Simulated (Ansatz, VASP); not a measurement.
# NbN: VASP beside Ansatz

```
CELL_PARAMETERS angstrom
3.09748 0.00000 0.00000
-1.54874 2.68250 0.00000
0.00000 0.00000 26.38086
ATOMIC_POSITIONS crystal
Nb 0.33333 0.66667 0.28827
Nb 0.00000 0.00000 0.37980
Nb 0.66667 0.33333 0.47634
Nb 0.33333 0.66667 0.57325
Nb 0.00000 0.00000 0.67265
N 0.66667 0.33333 0.33084
N 0.33333 0.66667 0.42667
N 0.00000 0.00000 0.52395
N 0.66667 0.33333 0.62138
N 0.33333 0.66667 0.70684
```

Alike in both runs: functional PBEsol; k mesh 12 × 12 × 1; occupations gaussian, width 0.1 eV; no spin polarisation.

Ansatz relaxed the structure, and its values are those at the end. VASP's run is a single point on that final structure, the one shown.

```csv
,VASP,Ansatz
version,VASP 6.6.1,Ansatz 0.2.0
potentials or method,"VASP PAW PBE potentials, release 64 (Nb_sv, N), cutoff 520 eV","scalar-relativistic, plane waves, PAW"
valence electrons in the cell,90,90
```

|  | VASP | Ansatz | Ansatz less VASP |
| --- | --- | --- | --- |
| gap on the k mesh at the Fermi level (eV) | none | none | - |
| rms of the force components (eV/Å) | 0.005 | 0.001 | -0.0039 |
| work function, face that differs most (eV) | 5.73 | 5.72 | -0.009 |

VASP's potentials were made for PBE, not for PBEsol. A gap of «none» marks a metal or a gap that the smearing closes. Ansatz's warnings: xc potential rough in thin density.
